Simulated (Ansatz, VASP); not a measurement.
**Two plane-wave programs on SnC3**

POSCAR

```
SnC3
1.0
    2.9788882431      0.0000000000      0.0000000000
    0.0000000000      2.9788882431      0.0000000000
    0.0000000000      0.0000000000      4.7647124606
C Sn
3 1
Direct
    0.5000000000      0.0000000000      0.8207560653
    0.5000000000      0.5000000000      0.0000000000
    0.0000000000      0.5000000000      0.1792439347
    0.0000000000      0.0000000000      0.5000000000
```

Contents of INCAR.step1:

```
SYSTEM = SnC3
ALGO     = Normal         ! electronic algorithm
EDIFF    = 1E-4           ! SCF threshold, eV
ENCUT    = 520            ! plane-wave cutoff, eV
GGA      = PE             ! functional
ISMEAR   = -1             ! smearing method
LASPH    = .True.         ! aspherical terms in the spheres
LCHARG   = .False.        ! write CHGCAR
LREAL    = .False.        ! projectors in reciprocal space
LWAVE    = .True.         ! write WAVECAR
NBANDS   = 21             ! bands
NELM     = 60             ! most SCF steps
PREC     = Accurate       ! precision mode
SIGMA    = 0.02           ! smearing width, eV
```

The input INCAR.step2:

```
SYSTEM = SnC3
ALGO     = Normal         ! electronic algorithm
EDIFF    = 1E-6           ! SCF threshold, eV
ENCUT    = 520            ! plane-wave cutoff, eV
ISIF     = 2              ! what is computed and relaxed
ISMEAR   = -1             ! smearing method
ISTART   = 1            
LASPH    = .True.         ! aspherical terms in the spheres
LCHARG   = .False.        ! write CHGCAR
LMIXTAU  = .True.       
LREAL    = .False.        ! projectors in reciprocal space
LWAVE    = .False.        ! write WAVECAR
METAGGA  = R2SCAN         ! meta-GGA
NBANDS   = 21             ! bands
NELM     = 60             ! most SCF steps
PREC     = Accurate       ! precision mode
SIGMA    = 0.02           ! smearing width, eV
```

KPOINTS

```
k-points
0
Gamma
  8 8 6
  0 0 0
```

Input for Ansatz:

```yaml
crystal:
  lattice:
    - [2.9788882431, 0.0, 0.0]
    - [0.0, 2.9788882431, 0.0]
    - [0.0, 0.0, 4.7647124606]
  atoms:
    - { symbol: C, position: [0.5, 0.0, 0.8207560653] }
    - { symbol: C, position: [0.5, 0.5, 0.0] }
    - { symbol: C, position: [0.0, 0.5, 0.1792439347] }
    - { symbol: Sn, position: [0.0, 0.0, 0.5] }
kpoints:
  mp_grid: { grid: [8, 8, 6] }
  band_path:
    path:
      - [0.0, 0.0, 0.0]
      - [0.0, 0.5, 0.0]
      - [0.5, 0.5, 0.0]
      - [0.0, 0.0, 0.5]
      - [0.0, 0.5, 0.5]
      - [0.5, 0.5, 0.5]
    npoints: 1
hamiltonian:
  xc: r2scan
scf:
  occupations: { method: fermi_dirac, width: 0.02 }
  n_extra_bands: 5
output:
  forces: true
  stress: true
  eigenvalues: true
```

Change from the starting cell: uniaxial_z strain +2.6%.

Alike in both runs: task single point; functional r2SCAN; k mesh 8 × 8 × 6; occupations fermi-dirac, width 0.02 eV; no spin polarisation.

|  | VASP | Ansatz |
| --- | --- | --- |
| version | VASP 6.6.1 | Ansatz 0.2.0 |
| potentials or method | VASP PAW PBE potentials, release 64 (C, Sn_d) | plane waves, PAW |
| plane-wave cutoff (eV) | 520 | 500 |
| valence electrons in the cell | 26 | 26 |

|  | VASP | Ansatz | Ansatz less VASP |
| --- | --- | --- | --- |
| pressure (GPa) | -5.7 | -6.1 | -0.42 |
| traceless stress, the component that is largest in VASP (GPa) | -6.70 | -6.67 | +0.032 |
| rms of the force components (eV/Å) | 0.004 | 0.001 | -0.0029 |

VASP's potentials were made for PBE, not for r2SCAN. Atom by atom the forces differ by 0.003 eV/Å (rms over components). The functional is the same, so the differences come from potentials, cutoffs and numerics.
